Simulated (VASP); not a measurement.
# MgO (Pm-3m) in VASP: a series of runs

The runs below take MgO through single point, with PBE, PBEsol.

Everything below comes from runs of VASP 6.6.1. Logs are shortened: lines on timing, memory, paths and dates and some standing lists are left out, and cuts for length are marked.

## Step 1: The cell of the first run

The structure is cubic, space group Pm-3m (No. 221). Conventional cell: a = 2.623 Å, b = 2.623 Å, c = 2.623 Å, α = 90.00°, β = 90.00°, γ = 90.00°. Mg (site symmetry m-3m) has 8 O at 2.27 Å and 6 Mg at 2.62 Å within 3.0 Å. O (site symmetry m-3m) has 8 Mg at 2.27 Å and 6 O at 2.62 Å within 3.0 Å.

## Step 2: Single point, PBE

INCAR

```
ALGO = Normal ; EDIFF = 1E-6
ENCUT = 600 ; GGA = PE
GGA_COMPAT = False ; ISIF = 2
ISMEAR = 1 ; LASPH = True
LCHARG = True ; LELF = True
LREAL = False ; LVHAR = True
LWAVE = False ; NBANDS = 11
NELM = 120 ; PREC = Accurate
SIGMA = 0.05
```

KPOINTS

```
k-points
0
Gamma
  6 6 6
```

POSCAR

```
MgO
1.0
    2.6233491285      0.0000000000      0.0000000000
    0.0000000000      2.6233491285      0.0000000000
    0.0000000000      0.0000000000      2.6233491285
Mg O
1 1
Direct
    0.0000000000      0.0000000000      0.0000000000
    0.5000000000      0.5000000000      0.5000000000
```

Potentials or basis: VASP PAW PBE potentials, release 64 (Mg, O).

Command:

```sh
> cat potpaw_PBE.64/Mg/POTCAR potpaw_PBE.64/O/POTCAR > POTCAR
> mpirun -np 1 vasp_std > vasp.out
```

OUTCAR:

```text
EDIFF = 1E-6
   ENCUT = 600
   GGA = PE
   ISIF = 2
   ISMEAR = 1
   LASPH = True
   LREAL = False
   NELM = 120
   PREC = Accurate

 ion  position               nearest neighbor table
   1  0.000  0.000  0.000-   2 2.27   2 2.27   2 2.27   2 2.27   2 2.27   2 2.27   2 2.27   2 2.27

   2  0.500  0.500  0.500-   1 2.27   1 2.27   1 2.27   1 2.27   1 2.27   1 2.27   1 2.27   1 2.27

  LATTYP: Found a simple cubic cell.
 ALAT       =     2.6233491285

  Lattice vectors:

 A1 = (   2.6233491285,   0.0000000000,   0.0000000000)
 A2 = (   0.0000000000,   2.6233491285,   0.0000000000)
 A3 = (   0.0000000000,   0.0000000000,   2.6233491285)

Analysis of symmetry for initial positions (statically):
=====================================================================
 Subroutine PRICEL returns:
 Original cell was already a primitive cell.

 Routine SETGRP: Setting up the symmetry group for a
 simple cubic supercell.

 Subroutine GETGRP returns: Found 48 space group operations
 (whereof 48 operations were pure point group operations)
 out of a pool of 48 trial point group operations.

The static configuration has the point symmetry O_h .

Analysis of symmetry for dynamics (positions and initial velocities):
=====================================================================
 Subroutine PRICEL returns:
 Original cell was already a primitive cell.

 Routine SETGRP: Setting up the symmetry group for a
 simple cubic supercell.

 Subroutine GETGRP returns: Found 48 space group operations
 (whereof 48 operations were pure point group operations)
 out of a pool of 48 trial point group operations.

The dynamic configuration has the point symmetry O_h .

 Subroutine INISYM returns: Found 48 space group operations
 (whereof 48 operations are pure point group operations),
 and found     1 'primitive' translations

----------------------------------------------------------------------------------------

                                     Primitive cell

  volume of cell :      18.0538

  direct lattice vectors                    reciprocal lattice vectors
     2.623349129  0.000000000  0.000000000     0.381192114  0.000000000  0.000000000
     0.000000000  2.623349129  0.000000000     0.000000000  0.381192114  0.000000000
     0.000000000  0.000000000  2.623349129     0.000000000  0.000000000  0.381192114

  length of vectors
     2.623349129  2.623349129  2.623349129     0.381192114  0.381192114  0.381192114

  position of ions in fractional coordinates (direct lattice)
     0.000000000  0.000000000  0.000000000
     0.500000000  0.500000000  0.500000000

  ion indices of the primitive-cell ions
   primitive index   ion index
                 1           1
                 2           2

----------------------------------------------------------------------------------------

 KPOINTS: k-points

Automatic generation of k-mesh.
 Grid dimensions read from file:
 generate k-points for:    6    6    6

 Generating k-lattice:

  Cartesian coordinates                     Fractional coordinates (reciprocal lattice)
     0.063532019  0.000000000  0.000000000     0.166666667  0.000000000  0.000000000
     0.000000000  0.063532019  0.000000000     0.000000000  0.166666667  0.000000000
     0.000000000  0.000000000  0.063532019     0.000000000  0.000000000  0.166666667

  Length of vectors
     0.063532019  0.063532019  0.063532019

  Shift w.r.t. Gamma in fractional coordinates (k-lattice)
     0.000000000  0.000000000  0.000000000

 Subroutine IBZKPT returns following result:
 ===========================================

 Found     20 irreducible k-points:

 Following reciprocal coordinates:
            Coordinates               Weight
  0.000000  0.000000  0.000000      1.000000
  0.166667  0.000000  0.000000      6.000000
  0.333333  0.000000  0.000000      6.000000
  0.500000  0.000000  0.000000      3.000000
  0.166667  0.166667  0.000000     12.000000
  0.333333  0.166667  0.000000     24.000000
[... 12 lines left out ...]
  0.500000  0.500000  0.333333      6.000000
  0.500000  0.500000  0.500000      1.000000
   k-points           NKPTS =     20   k-points in BZ     NKDIM =     20   number of bands    NBANDS=     11
   number of dos      NEDOS =    301   number of ions     NIONS =      2
   total plane-waves  NPLWV =  13824
   dimension x,y,z NGX =    24 NGY =   24 NGZ =   24
   dimension x,y,z NGXF=    48 NGYF=   48 NGZF=   48
   ions per type =               1   1
   NGX,Y,Z   is equivalent  to a cutoff of  15.21, 15.21, 15.21 a.u.
   NGXF,Y,Z  is equivalent  to a cutoff of  30.42, 30.42, 30.42 a.u.
 SYSTEM =  unknown system
   PREC   = accura    normal or accurate (medium, high low for compatibility)
   ISTART =      0    job   : 0-new  1-cont  2-samecut
   ICHARG =      2    charge: 1-file 2-atom 10-const
   ISPIN  =      1    spin polarized calculation?
   LNONCOLLINEAR =      F non collinear calculations
   LSORBIT =      F    spin-orbit coupling
   LASPH  =      T    aspherical Exc in radial PAW
   ENCUT  =  600.0 eV  44.10 Ry    6.64 a.u.   5.24  5.24  5.24*2*pi/ulx,y,z
   NELM   =    120;   NELMIN=  2; NELMDL= -5     # of ELM steps
   EDIFF  = 0.1E-05   stopping-criterion for ELM
   LREAL  =      F    real-space projection
   EDIFFG = 0.1E-04   stopping-criterion for IOM
   NSW    =      0    number of steps for IOM
   IBRION =     -1    ionic relax: 0-MD 1-quasi-New 2-CG
   NFREE  =      0    steps in history (QN), initial steepest desc. (CG)
   ISIF   =      2    stress and relaxation
   ISYM   =      2    0-nonsym 1-usesym 2-fastsym
   POTIM  = 0.5000    time-step for ionic-motion
   TEBEG  =    0.0;   TEEND  =   0.0 temperature during run
   PSTRESS=    0.0 pullay stress
   NELECT =       8.0000    total number of electrons
   NUPDOWN=      -1.0000    fix difference up-down
   EMIN   =  10.00;   EMAX   =-10.00  energy-range for DOS
   EFERMI =   0.00;   METHOD = LEGACY
   ISMEAR =     1;   SIGMA  =   0.05  broadening in eV -4-tet -1-fermi 0-gaus
   EFERMI_NEDOS =   21; number of points for ismear=-14 and -15
   IALGO  =     38    algorithm
   IMIX   =      4    mixing-type and parameters
     AMIX     =   0.40;   BMIX     =  1.00
     AMIX_MAG =   1.60;   BMIX_MAG =  1.00
  volume/ion in A,a.u.               =       9.03        60.92
  Fermi-wavevector in a.u.,A,eV,Ry     =   1.248098  2.358563 21.194461  1.557749
  Thomas-Fermi vector in A             =   2.382200
   LORBIT       =      0    0 simple, 1 ext, 2 COOP (PROOUT), +10 PAW based schemes
   GGA     = PE    functional components
   LHFCALC =     F    Hartree Fock is set to
   AEXX    =    0.0000 exact exchange contribution
   IVDW    =     0    specifies the selected vdW correction
   LEPSILON=     F    determine dielectric tensor
   LRPA    =     F    only Hartree local field effects (RPA)
 non-spin polarized calculation
 Methfessel and Paxton  Order N= 1 SIGMA  =   0.05
  energy-cutoff  :      600.00
  volume of cell :       18.05
 maximum number of plane-waves:       624
 NGX is ok and might be reduce to    24
   NGX = 11   NGY = 11   NGZ = 11

 number of electron       8.0000002 magnetization

 Free energy of the ion-electron system (eV)
  ---------------------------------------------------
  ext. energy  EPLUGINS =         0.00000000
  ---------------------------------------------------
  free energy    TOTEN  =       -10.38859784 eV

  energy without entropy =      -10.38863811  energy(sigma->0) =      -10.38861126

 E-fermi :   5.1668     XC(G=0): -11.3651

 val. band max:        5.1246826508   @ k =   0.5000   0.5000   0.0000
 cond. band min:       7.7427200988   @ k =   0.0000   0.0000   0.0000
 fundamental gap:      2.6180374480
 Fermi energy:         5.1667764034

 k-point     1 :       0.0000    0.0000    0.0000
  band No.  band energies     occupation
      1     -13.4672      2.00000
      2       4.1038      2.00000
      3       4.1038      2.00000
      4       4.1038      2.00000
      5       7.7427      0.00000
      6      15.5936      0.00000
      7      15.5936      0.00000
      8      25.6081      0.00000
      9      25.6081      0.00000
     10      25.6081      0.00000
     11      32.7789      0.00000

 k-point     2 :       0.1667    0.0000    0.0000
  band No.  band energies     occupation
      1     -13.1977      2.00000
      2       2.1911      2.00000
      3       4.2119      2.00000
      4       4.2119      2.00000
      5       9.0812      0.00000
      6      16.0443      0.00000
      7      16.1750      0.00000
      8      25.1151      0.00000
      9      25.1151      0.00000
     10      26.2509      0.00000
     11      30.8963      0.00000

 k-point     3 :       0.3333    0.0000    0.0000
  band No.  band energies     occupation
      1     -12.5818      2.00000
      2      -0.3610      2.00000
      3       4.4381      2.00000
      4       4.4381      2.00000
      5      10.9609      0.00000
      6      15.6666      0.00000
      7      17.8683      0.00000
      8      23.9362      0.00000
      9      23.9362      0.00000
     10      25.6801      0.00000
     11      29.2941      0.00000

 k-point     4 :       0.5000    0.0000    0.0000
  band No.  band energies     occupation
      1     -12.2207      2.00000
      2      -1.4472      2.00000
      3       4.5567      2.00000
      4       4.5567      2.00000
      5      12.2321      0.00000
      6      14.6739      0.00000
      7      19.7301      0.00000
      8      22.6199      0.00000
      9      23.3058      0.00000
     10      23.3058      0.00000
     11      28.8939      0.00000

 k-point     5 :       0.1667    0.1667    0.0000
  band No.  band energies     occupation
      1     -12.9417      2.00000
      2       2.0531      2.00000
      3       2.8763      2.00000
      4       4.3260      2.00000
      5      10.2020      0.00000
      6      16.2332      0.00000
      7      16.5377      0.00000
      8      24.0029      0.00000
      9      24.9358      0.00000
     10      27.4165      0.00000
     11      27.9533      0.00000
[... 155 lines left out ...]
 k-point    17 :       0.3333    0.3333    0.3333
  band No.  band energies     occupation
      1     -11.2099      2.00000
      2       1.2738      2.00000
      3       1.8143      2.00000
      4       1.8143      2.00000
      5      12.8848      0.00000
      6      14.4730      0.00000
      7      14.4730      0.00000
      8      21.5139      0.00000
      9      23.7934      0.00000
     10      23.7934      0.00000
     11      26.4021      0.00000

 k-point    18 :       0.5000    0.3333    0.3333
  band No.  band energies     occupation
      1     -10.9558      2.00000
      2       0.7508      2.00000
      3       1.8452      2.00000
      4       2.1071      2.00000
      5      12.5111      0.00000
      6      13.5545      0.00000
      7      14.4723      0.00000
      8      22.4047      0.00000
      9      23.4743      0.00000
     10      23.6322      0.00000
     11      25.3198      0.00000

 k-point    19 :       0.5000    0.5000    0.3333
  band No.  band energies     occupation
      1     -10.7139      2.00000
      2       1.1380      2.00000
      3       1.1380      2.00000
      4       2.2624      2.00000
      5      11.8493      0.00000
      6      13.7052      0.00000
      7      13.7052      0.00000
      8      22.7556      0.00000
      9      23.2195      0.00000
     10      24.1235      0.00000
     11      24.1235      0.00000

 k-point    20 :       0.5000    0.5000    0.5000
  band No.  band energies     occupation
      1     -10.4752      2.00000
      2       1.4505      2.00000
      3       1.4505      2.00000
      4       1.4505      2.00000
      5      12.6565      0.00000
      6      12.6565      0.00000
      7      12.6565      0.00000
      8      21.6284      0.00000
      9      24.0870      0.00000
     10      24.0870      0.00000
     11      24.0870      0.00000

------------------------ aborting loop because EDIFF is reached ----------------------------------------

  FORCE on cell =-STRESS in cart. coord.  units (eV):
  Direction    XX          YY          ZZ          XY          YZ          ZX
  --------------------------------------------------------------------------------------
  -------------------------------------------------------------------------------------
  Total        0.5917883      0.5917883      0.5917883     -0.0000000      0.0000000      0.0000000
  in kB       52.5180641     52.5180641     52.5180641     -0.0000000      0.0000000      0.0000000
  external PRESSURE =      52.5180641 kB  Pullay stress =       0.0000000 kB

 VOLUME and BASIS-vectors are now :
 -----------------------------------------------------------------------------
  energy-cutoff  :      600.00
  volume of cell :       18.05
      direct lattice vectors                 reciprocal lattice vectors
     2.623349129  0.000000000  0.000000000     0.381192114  0.000000000  0.000000000
     0.000000000  2.623349129  0.000000000     0.000000000  0.381192114  0.000000000
     0.000000000  0.000000000  2.623349129     0.000000000  0.000000000  0.381192114

 POSITION                                       TOTAL-FORCE (eV/Angst)
 -----------------------------------------------------------------------------------
      0.00000      0.00000      0.00000         0.000000      0.000000      0.000000
      1.31167      1.31167      1.31167         0.000000      0.000000      0.000000
 -----------------------------------------------------------------------------------
    total drift:                                0.000000     -0.000000     -0.000000

  FREE ENERGIE OF THE ION-ELECTRON SYSTEM (eV)
  ---------------------------------------------------
  free  energy   TOTEN  =       -10.3885978411 eV

  energy  without entropy=      -10.3886381112  energy(sigma->0) =      -10.38861126
```

It took 4.1 s on 1 thread of Intel Xeon 6975P-C (Granite Rapids), shared host; peak memory 0.13 GiB.

Results:

- Free energy: -10.3886 eV
- Pressure: 5.3 GPa
- Band gap on the k mesh: 2.62 eV, indirect (least direct gap 3.64 eV)

Levels at points of the mesh, in eV from the valence-band top:
```tsv
k point	band 1	band 2	band 3	band 4	band 5	band 6	band 7	band 8	band 9
(0.00, 0.00, 0.00)	-18.59	-1.02	-1.02	-1.02	2.62	10.47	10.47	20.48	20.48
(0.50, 0.00, 0.00)	-17.35	-6.57	-0.57	-0.57	7.11	9.55	14.61	17.50	18.18
(0.50, 0.50, 0.00)	-16.46	-4.76	-4.76	0.00	4.99	12.30	12.30	13.44	19.41
(0.50, 0.50, 0.50)	-15.60	-3.67	-3.67	-3.67	7.53	7.53	7.53	16.50	18.96
```

## Step 3: Single point, PBEsol

INCAR

```
PREC = Accurate ; ENCUT = 600
EDIFF = 1E-6 ; ISMEAR = 0
SIGMA = 0.01 ; LREAL = F
LASPH = T ; NELM = 120
ALGO = Normal ; ISIF = 2
LWAVE = F ; LCHARG = T
GGA = PS ; LELF = T
LVHAR = T ; NBANDS = 11
GGA_COMPAT = F
```

KPOINTS

```
Automatic mesh
0
Gamma
  6 6 6
```

POSCAR is that of step 2.

Potentials or basis: VASP PAW PBE potentials, release 64 (Mg, O).

Command:

```sh
> cat potpaw_PBE.64/Mg/POTCAR potpaw_PBE.64/O/POTCAR > POTCAR
> mpirun -np 1 vasp_std > vasp.out
```

Wall time 3.7 s (1 thread of Intel Xeon 6975P-C (Granite Rapids), shared host); peak memory 0.13 GiB.

Results (log left out):

| Item | Value |
| --- | --- |
| Free energy | -11.0267 eV |
| Pressure | 1.0 GPa |
| Band gap on the k mesh | 2.57 eV, indirect (least direct gap 3.60 eV) |

Levels at points of the mesh, in eV from the valence-band top:
| k point | band 2 | band 3 | band 4 | band 5 | band 6 | band 7 |
| --- | --- | --- | --- | --- | --- | --- |
| (0.00, 0.00, 0.00) | -1.03 | -1.03 | -1.03 | 2.57 | 10.29 | 10.29 |
| (0.50, 0.00, 0.00) | -6.64 | -0.58 | -0.58 | 7.01 | 9.50 | 14.44 |
| (0.50, 0.50, 0.00) | -4.82 | -4.82 | 0.00 | 4.88 | 12.20 | 12.20 |
| (0.50, 0.50, 0.50) | -3.72 | -3.72 | -3.72 | 7.40 | 7.40 | 7.40 |

Caveat: the PAW data sets were made with another functional, which shifts forces and pressure a little.

(Part 1 of 2 ends here.)
